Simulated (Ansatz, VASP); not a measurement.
# Se: VASP beside Ansatz

```
Se
1.0
     2.53940   -4.30381    0.00000
     2.53940    4.30381    0.00000
     0.00000    0.00000    5.08556
Se
4
Direct
  0.15250 0.84750 0.07850
  0.65250 0.34750 0.42150
  0.84750 0.15250 0.92150
  0.34750 0.65250 0.57850
```

Alike in both runs: task single point; functional PBE; k mesh 4 × 4 × 4; occupations gaussian, width 0.1 eV; no spin polarisation.

|  | VASP | Ansatz |
| --- | --- | --- |
| version | VASP 6.6.1 | Ansatz 0.2.0 |
| potentials or method | VASP PAW PBE potentials, release 64 (Se), cutoff 520 eV | scalar-relativistic, plane waves, PAW |
| valence electrons in the cell | 24 | 64 |

```csv
,VASP,Ansatz,Ansatz less VASP
gap on the k mesh at the Fermi level (eV),none,none,-
pressure (GPa),-5.2,-5.2,0.00
"traceless stress, the component that is largest in VASP (GPa)",3.53,3.53,+0.001
rms of the force components (eV/Å),0.499,0.499,+0.0001
```

Atom by atom the forces differ by 0.000 eV/Å (rms over components). A gap of «none» marks a metal or a gap that the smearing closes. With one functional, cell and mesh, what is left measures potentials, basis and numerics. VASP's potentials hold 24 valence electrons a cell and Ansatz's 64, so a difference there can come from the potentials and not from the codes.
